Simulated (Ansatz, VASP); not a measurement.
**One calculation of CoO, two programs**

The input INCAR:

```
PREC     = Accurate       # precision mode
ENCUT    = 520            # plane-wave cutoff, eV
EDIFF    = 1E-6           # SCF threshold, eV
ISMEAR   = -1             # smearing method
SIGMA    = 0.05           # smearing width, eV
LREAL    = F              # projectors in reciprocal space
LASPH    = T              # aspherical terms in the spheres
NELM     = 150            # most SCF steps
ALGO     = Normal         # electronic algorithm
ISIF     = 2              # what is computed and relaxed
LWAVE    = F              # write WAVECAR
LCHARG   = F              # write CHGCAR
ISPIN    = 2              # spin polarisation
MAGMOM   = 2 0            # initial moments
LORBIT   = 11             # projections on sites
LMAXMIX  = 4              # l up to which the mixer works
GGA      = CA             # functional
NBANDS   = 18             # bands
```

KPOINTS

```
regular mesh
0
Gamma
  11 11 11
```

POSCAR

```
CoO
1.0
    0.0000000000      2.0879877907      2.0879877907
    2.0879877907      0.0000000000      2.0879877907
    2.0879877907      2.0879877907      0.0000000000
Co O
1 1
Direct
    0.0000000000      0.0000000000      0.0000000000
    0.5000000000      0.5000000000      0.5000000000
```

Contents of input.yaml:

```yaml
crystal:
  lattice:
    - [0.0, 2.0879877907, 2.0879877907]
    - [2.0879877907, 0.0, 2.0879877907]
    - [2.0879877907, 2.0879877907, 0.0]
  atoms:
    - { symbol: Co, position: [0.0, 0.0, 0.0], spin: 2.0 }
    - { symbol: O, position: [0.5, 0.5, 0.5] }
hamiltonian:
  xc: lda
  pseudopotentials: { kind: paw }
magnetization:
  spin_polarized: true
kpoints:
  mp_grid: { grid: [11, 11, 11] }
scf:
  occupations: { method: fermi_dirac, width: 0.05 }
output:
  forces: true
  stress: true
  eigenvalues: true
  write_density: true
  write_potential: true
  elf: true
  volumetric_format: npy
```

Alike in both runs: task single point; functional LDA; k mesh 11 × 11 × 11; occupations fermi-dirac, width 0.05 eV; collinear spin.

```csv
,VASP,Ansatz
version,VASP 6.6.1,Ansatz 0.2.0
potentials or method,"VASP PAW LDA potentials, release 64 (Co, O)",Ansatz PAW
plane-wave cutoff (eV),520,420
valence electrons in the cell,15,23
```

VASP gave:

```
gap on the k mesh at the Fermi level (eV)                     : none
pressure (GPa)                                                : -14.5
net moment per atom (μB)                                      : 1.17
size of the moment on the site where the two differ most (μB) : 2.08
```

**Question.** Estimate Ansatz's values.

**Answer.** gap on the k mesh at the Fermi level (eV): none; pressure (GPa): -11.5; net moment per atom (μB): 1.30; size of the moment on the site where the two differ most (μB): 2.21.

The net moments are unlike, so the other rows may belong to different states. LDA's correlation is that of Perdew and Zunger in VASP and of Perdew and Wang (1992) in Ansatz. Site moments also hang on the region over which each program counts them. A gap of «none» marks a metal or a gap that the smearing closes. VASP's potentials hold 15 valence electrons a cell and Ansatz's 23, so a difference there can come from the potentials and not from the codes.

Noted on Ansatz's run: Pulay correction over one GPa.
